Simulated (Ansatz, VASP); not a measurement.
## Ag in VASP and in Ansatz

The input POSCAR:

```
Ag
1.0
    2.9401015088      0.0000000000      0.0000000000
   -1.4700507544      2.5462025963      0.0000000000
    0.0000000000      0.0000000000      4.7629644442
Ag
2
Direct
    0.1933333333      0.5966666667      0.1450000000
    0.8066666667      0.4033333333      0.8550000000
```

The input INCAR.step1:

```
PREC = Accurate ; ENCUT = 520
ISMEAR = -1 ; SIGMA = 0.05
LREAL = F ; LASPH = T
NELM = 60 ; NBANDS = 18
GGA = PE ; ALGO = Normal
EDIFF = 1E-4 ; LWAVE = T
LCHARG = F
```

Contents of INCAR.step2:

```
PREC = Accurate ; ENCUT = 520
EDIFF = 1E-7 ; ISMEAR = -1
SIGMA = 0.05 ; LREAL = F
LASPH = T ; NELM = 60
ALGO = Normal ; ISIF = 2
LWAVE = F ; LCHARG = F
METAGGA = R2SCAN ; LMIXTAU = T
NBANDS = 18 ; ISTART = 1
```

File KPOINTS:

```
Automatic mesh
0
Gamma
  12 12 6
```

Input for Ansatz:

```yaml
crystal:
  lattice:
    - [2.9401015088, 0.0, 0.0]
    - [-1.4700507544, 2.5462025963, 0.0]
    - [0.0, 0.0, 4.7629644442]
  atoms:
    - { symbol: Ag, position: [0.1933333333, 0.5966666667, 0.145] }
    - { symbol: Ag, position: [0.8066666667, 0.4033333333, 0.855] }
kpoints:
  mp_grid: { grid: [12, 12, 6] }
scf:
  occupations: { method: fermi_dirac, width: 0.05 }
hamiltonian:
  xc: r2scan
  pseudopotentials: { kind: paw, source: ansatz }
output:
  forces: true
  stress: true
  eigenvalues: true
  write_density: true
  write_potential: true
  elf: true
  volumetric_format: npy
```

Change from the starting cell: shortest bond scaled by 0.58, PAW files, source ansatz.

Alike in both runs: task single point; functional r2SCAN; k mesh 12 × 12 × 6; occupations fermi-dirac, width 0.05 eV; no spin polarisation.

```csv
,VASP,Ansatz
version,VASP 6.6.1,Ansatz 0.2.0
potentials or method,"VASP PAW PBE potentials, release 64 (Ag)","PAW with other files of Ansatz's library (source ansatz), scalar-relativistic"
plane-wave cutoff (eV),520,680
valence electrons in the cell,22,38
```

Ansatz gave:

* pressure (GPa): 157.3
* traceless stress, the component that is largest in VASP (GPa): 166.54
* rms of the force components (eV/Å): 33.136

Problem. Estimate VASP's values.

Solution. Pressure (GPa): 107.9; traceless stress, the component that is largest in VASP (GPa): 104.81; rms of the force components (eV/Å): 21.726.

VASP's potentials were made for PBE, not for r2SCAN. Atom by atom the forces differ by 11.431 eV/Å (rms over components). The pressures are high and differ by over a tenth, so treat them with care. VASP's potentials hold 22 valence electrons a cell and Ansatz's 38, so a difference there can come from the potentials and not from the codes.

Noted on VASP's run: the cell as given lies far from equilibrium.
